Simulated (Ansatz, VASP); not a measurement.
## PtSe3: VASP beside Ansatz

The input INCAR:

```
PREC = Accurate
ENCUT = 600
EDIFF = 1E-7
ISMEAR = 0
SIGMA = 0.1
LREAL = F
LASPH = T
NELM = 60
ALGO = Normal
ISIF = 3
LWAVE = F
LCHARG = F
GGA = PE
IBRION = 2
NSW = 100
EDIFFG = -0.01
```

The input KPOINTS:

```
Automatic mesh
0
Gamma
  10 10 10
```

Contents of POSCAR:

```
PtSe3
1.0
    4.2443044550      0.0000000000      0.0000000000
    0.0000000000      4.2443044550      0.0000000000
    0.0000000000      0.0000000000      4.2443044550
Pt Se
1 3
Direct
    0.0000000000      0.0000000000      0.0000000000
    0.0000000000      0.5000000000      0.5000000000
    0.5000000000      0.0000000000      0.5000000000
    0.5000000000      0.5000000000      0.0000000000
```

Input for Ansatz:

```yaml
crystal:
  lattice:
    - [4.244304455, 0.0, 0.0]
    - [0.0, 4.244304455, 0.0]
    - [0.0, 0.0, 4.244304455]
  atoms:
    - { symbol: Pt, position: [0.0, 0.0, 0.0] }
    - { symbol: Se, position: [0.0, 0.5, 0.5] }
    - { symbol: Se, position: [0.5, 0.0, 0.5] }
    - { symbol: Se, position: [0.5, 0.5, 0.0] }
basis:
  ecutwfc: 420
kpoints:
  mp_grid: { grid: [10, 10, 10] }
hamiltonian:
  xc: pbe
scf:
  occupations: { method: gaussian, width: 0.1 }
output:
  forces: true
  stress: true
  eigenvalues: true
relax:
  adjacent_minimum: "off"
  f_tol: 0.01
  max_steps: 80
  cell: { stress_tol: 0.05 }
```

Alike in both runs: task relaxation of cell and atoms; functional PBE; k mesh 10 × 10 × 10; occupations gaussian, width 0.1 eV; no spin polarisation.

|  | VASP | Ansatz |
| --- | --- | --- |
| version | VASP 6.6.1 | Ansatz 0.2.0 |
| potentials or method | VASP PAW PBE potentials, release 64 (Pt, Se), cutoff 600 eV | scalar-relativistic, plane waves, PAW |
| valence electrons in the cell | 28 | 66 |

Ansatz gave:

| Quantity | Value |
| --- | --- |
| gap on the k mesh at the Fermi level, each at its own relaxed structure (eV) | none |
| relaxed volume (Å³/atom) | 19.08 |
| relaxed length of the cell vector where the two differ most in proportion (Å) | 4.242 |

**Question.** What did VASP give for the same quantities?

**Answer.** gap on the k mesh at the Fermi level, each at its own relaxed structure (eV): none; relaxed volume (Å³/atom): 19.07; relaxed length of the cell vector where the two differ most in proportion (Å): 4.241.

A gap of «none» marks a metal or a gap that the smearing closes. VASP's potentials hold 28 valence electrons a cell and Ansatz's 66, so a difference there can come from the potentials and not from the codes.

Neither program's run includes spin-orbit coupling.
